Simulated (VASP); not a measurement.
# GaN (P6_3mc) in VASP: single point with LDA

Aim: the single point of GaN with LDA.

Program: VASP 6.6.1. These are calculated values, not measurements. Logs are shortened: lines on timing, memory, paths and dates and some standing lists are left out, and cuts for length are marked.

## (1) The cell of the first run

The structure is hexagonal, space group P6_3mc (No. 186). The conventional cell has a = 3.180 Å, b = 3.180 Å, c = 5.166 Å, α = 90.00°, β = 90.00°, γ = 120.00°. Ga (site symmetry 3m) has 4 N at 1.94 to 1.95 Å within 2.6 Å. N (site symmetry 3m) has 4 Ga at 1.94 to 1.95 Å within 2.6 Å.

## (2) Single point, LDA

File INCAR:

```
SYSTEM = GaN
  PREC = Accurate
  ENCUT = 1330
  EDIFF = 1E-6
  ISMEAR = 0
  SIGMA = 0.01
  LREAL = .FALSE.
  LASPH = .TRUE.
  NELM = 120
  ALGO = Normal
  ISIF = 2
  LWAVE = .FALSE.
  LCHARG = .FALSE.
  NBANDS = 26
  GGA_COMPAT = .FALSE.
```

File KPOINTS:

```
Automatic mesh
0
G
  6 6 4
  0 0 0
```

File POSCAR:

```
GaN
1.0
    3.1800000000      0.0000000000      0.0000000000
   -1.5900000000      2.7539607800      0.0000000000
    0.0000000000      0.0000000000      5.1660000000
Ga N
2 2
Direct
    0.3333333345      0.6666666691      0.0000000000
    0.6666666673      0.3333333345      0.5000000000
    0.3333333345      0.6666666691      0.3750000000
    0.6666666673      0.3333333345      0.8750000000
```

Potentials or basis: VASP PAW LDA potentials, release 64 (Ga_d, N_h).

Run with:

```
> cat potpaw_LDA.64/Ga_d/POTCAR potpaw_LDA.64/N_h/POTCAR > POTCAR
> mpirun -np 1 vasp_std > vasp.out
```

OUTCAR:

```text
SYSTEM = GaN
   PREC = Accurate
   ENCUT = 1330
   EDIFF = 1E-6
   ISMEAR = 0
   LREAL = .FALSE.
   LASPH = .TRUE.
   NELM = 120
   ISIF = 2

 ion  position               nearest neighbor table
   1  0.333  0.667  0.000-   3 1.94   4 1.95   4 1.95   4 1.95
   2  0.667  0.333  0.500-   4 1.94   3 1.95   3 1.95   3 1.95
   3  0.333  0.667  0.375-   1 1.94   2 1.95   2 1.95   2 1.95
   4  0.667  0.333  0.875-   2 1.94   1 1.95   1 1.95   1 1.95

  LATTYP: Found a hexagonal cell.
 ALAT       =     3.1800000000
 C/A-ratio  =     1.6245283019

  Lattice vectors:

 A1 = (   3.1800000000,   0.0000000000,   0.0000000000)
 A2 = (  -1.5900000000,   2.7539607800,   0.0000000000)
 A3 = (   0.0000000000,   0.0000000000,   5.1660000000)

Analysis of symmetry for initial positions (statically):
=====================================================================
 Subroutine PRICEL returns:
 Original cell was already a primitive cell.

 Routine SETGRP: Setting up the symmetry group for a
 hexagonal supercell.

 Subroutine GETGRP returns: Found 12 space group operations
 (whereof  6 operations were pure point group operations)
 out of a pool of 24 trial point group operations.

The static configuration has the point symmetry C_3v.
 The point group associated with its full space group is C_6v.

Analysis of symmetry for dynamics (positions and initial velocities):
=====================================================================
 Subroutine PRICEL returns:
 Original cell was already a primitive cell.

 Routine SETGRP: Setting up the symmetry group for a
 hexagonal supercell.

 Subroutine GETGRP returns: Found 12 space group operations
 (whereof  6 operations were pure point group operations)
 out of a pool of 24 trial point group operations.

The dynamic configuration has the point symmetry C_3v.
 The point group associated with its full space group is C_6v.

 Subroutine INISYM returns: Found 12 space group operations
 (whereof  6 operations are pure point group operations),
 and found     1 'primitive' translations

----------------------------------------------------------------------------------------

                                     Primitive cell

  volume of cell :      45.2417

  direct lattice vectors                    reciprocal lattice vectors
     3.180000000  0.000000000  0.000000000     0.314465409  0.181556689  0.000000000
    -1.590000000  2.753960780  0.000000000     0.000000000  0.363113377  0.000000000
     0.000000000  0.000000000  5.166000000     0.000000000  0.000000000  0.193573364
[... 85 lines left out ...]
   LREAL  =      F    real-space projection
   EDIFFG = 0.1E-04   stopping-criterion for IOM
   NSW    =      0    number of steps for IOM
   IBRION =     -1    ionic relax: 0-MD 1-quasi-New 2-CG
   NFREE  =      0    steps in history (QN), initial steepest desc. (CG)
   ISIF   =      2    stress and relaxation
   ISYM   =      2    0-nonsym 1-usesym 2-fastsym
   POTIM  = 0.5000    time-step for ionic-motion
   TEBEG  =    0.0;   TEEND  =   0.0 temperature during run
   PSTRESS=    0.0 pullay stress
   NELECT =      36.0000    total number of electrons
   NUPDOWN=      -1.0000    fix difference up-down
   EMIN   =  10.00;   EMAX   =-10.00  energy-range for DOS
   EFERMI =   0.00;   METHOD = LEGACY
   ISMEAR =     0;   SIGMA  =   0.01  broadening in eV -4-tet -1-fermi 0-gaus
   EFERMI_NEDOS =   21; number of points for ismear=-14 and -15
   IALGO  =     38    algorithm
   IMIX   =      4    mixing-type and parameters
     AMIX     =   0.40;   BMIX     =  1.00
     AMIX_MAG =   1.60;   BMIX_MAG =  1.00
  volume/ion in A,a.u.               =      11.31        76.33
  Fermi-wavevector in a.u.,A,eV,Ry     =   1.517036  2.866782 31.312427  2.301398
  Thomas-Fermi vector in A             =   2.626345
   LORBIT       =      0    0 simple, 1 ext, 2 COOP (PROOUT), +10 PAW based schemes
   GGA     = CA    functional components
   LHFCALC =     F    Hartree Fock is set to
   AEXX    =    0.0000 exact exchange contribution
   IVDW    =     0    specifies the selected vdW correction
   LEPSILON=     F    determine dielectric tensor
   LRPA    =     F    only Hartree local field effects (RPA)
 non-spin polarized calculation
 Gauss-broadening in eV      SIGMA  =   0.01
  energy-cutoff  :     1330.00
  volume of cell :       45.24
 maximum number of plane-waves:      5018
 NGX is ok and might be reduce to    40
   NGX = 19   NGY = 19   NGZ = 31

 number of electron      36.0000000 magnetization

 Free energy of the ion-electron system (eV)
  ---------------------------------------------------
  ext. energy  EPLUGINS =         0.00000000
  ---------------------------------------------------
  free energy    TOTEN  =       -27.90294174 eV

  energy without entropy =      -27.90294174  energy(sigma->0) =      -27.90294174

 E-fermi :   5.5479     XC(G=0): -12.1885

 val. band max:        5.4963081351   @ k =   0.0000   0.0000   0.0000
 cond. band min:       7.4860492180   @ k =   0.0000   0.0000   0.0000
 fundamental gap:      1.9897410829
 Fermi energy:         5.5479007970

 k-point     1 :       0.0000    0.0000    0.0000
  band No.  band energies     occupation
      1     -10.4436      2.00000
      2      -9.5391      2.00000
      3      -8.0768      2.00000
      4      -8.0546      2.00000
      5      -8.0546      2.00000
      6      -7.9907      2.00000
[... 598 lines left out ...]
     25      19.3794      0.00000
     26      19.5077      0.00000

------------------------ aborting loop because EDIFF is reached ----------------------------------------

  FORCE on cell =-STRESS in cart. coord.  units (eV):
  Direction    XX          YY          ZZ          XY          YZ          ZX
  --------------------------------------------------------------------------------------
  -------------------------------------------------------------------------------------
  Total       -1.0849872     -1.0849872     -0.4907988      0.0000000      0.0000000      0.0000000
  in kB      -38.4234111    -38.4234110    -17.3810020      0.0000000      0.0000000      0.0000000
  external PRESSURE =     -31.4092747 kB  Pullay stress =       0.0000000 kB

 VOLUME and BASIS-vectors are now :
 -----------------------------------------------------------------------------
  energy-cutoff  :     1330.00
  volume of cell :       45.24
      direct lattice vectors                 reciprocal lattice vectors
     3.180000000  0.000000000  0.000000000     0.314465409  0.181556689  0.000000000
    -1.590000000  2.753960780  0.000000000     0.000000000  0.363113377  0.000000000
     0.000000000  0.000000000  5.166000000     0.000000000  0.000000000  0.193573364

 POSITION                                       TOTAL-FORCE (eV/Angst)
 -----------------------------------------------------------------------------------
     -0.00000      1.83597      0.00000        -0.000000     -0.000000     -0.127833
      1.59000      0.91799      2.58300         0.000000     -0.000000     -0.127833
     -0.00000      1.83597      1.93725         0.000000     -0.000000      0.127833
      1.59000      0.91799      4.52025        -0.000000      0.000000      0.127833
 -----------------------------------------------------------------------------------
    total drift:                               -0.000000     -0.000007      0.000258

  FREE ENERGIE OF THE ION-ELECTRON SYSTEM (eV)
  ---------------------------------------------------
  free  energy   TOTEN  =       -27.9029417429 eV

  energy  without entropy=      -27.9029417429  energy(sigma->0) =      -27.90294174
```

stdout:

```text
POSCAR found type information on POSCAR GaN
 POSCAR found :  2 types and       4 ions
 scaLAPACK will be used
 LDA part: xc-table for (Slater(with rela. corr.)+CA(PZ))
 , standard interpolation
 POSCAR, INCAR and KPOINTS ok, starting setup
 FFT: planning ... GRIDC
 FFT: planning ... GRID_SOFT
 FFT: planning ... GRID
 WAVECAR not read
 entering main loop
```

It took 44 s on 1 thread of Intel Xeon 6975P-C (Granite Rapids), shared host; peak memory 0.3 GiB.

What came out:

```
Free energy            : -27.9029 eV
Pressure               : -3.1 GPa
Largest force          : 0.128 eV/Å
Band gap on the k mesh : 1.99 eV
```

Forces on the atoms (eV/Å):
```
Ga   0.000  0.000 -0.128
Ga   0.000  0.000 -0.128
N    0.000  0.000  0.128
N    0.000  0.000  0.128
```

Stress tensor (GPa, compression positive):
```
-3.84  0.00  0.00
 0.00 -3.84  0.00
 0.00  0.00 -1.74
```

Levels at points of the mesh, in eV from the valence-band top:
```csv
k point,band 15,band 16,band 17,band 18,band 19,band 20,band 21,band 22
"(0.00, 0.00, 0.00)",-1.08,-0.06,0.00,0.00,1.99,4.21,9.10,9.74
"(0.50, 0.00, 0.00)",-4.33,-2.81,-2.30,-1.00,4.91,5.53,5.94,8.53
"(0.00, 0.00, 0.50)",-0.55,-0.55,-0.55,-0.55,4.24,4.24,8.37,8.37
"(0.50, 0.00, 0.50)",-1.98,-1.98,-1.95,-1.95,4.31,4.31,7.69,7.69
```

Caveat: the cell stands under tension.
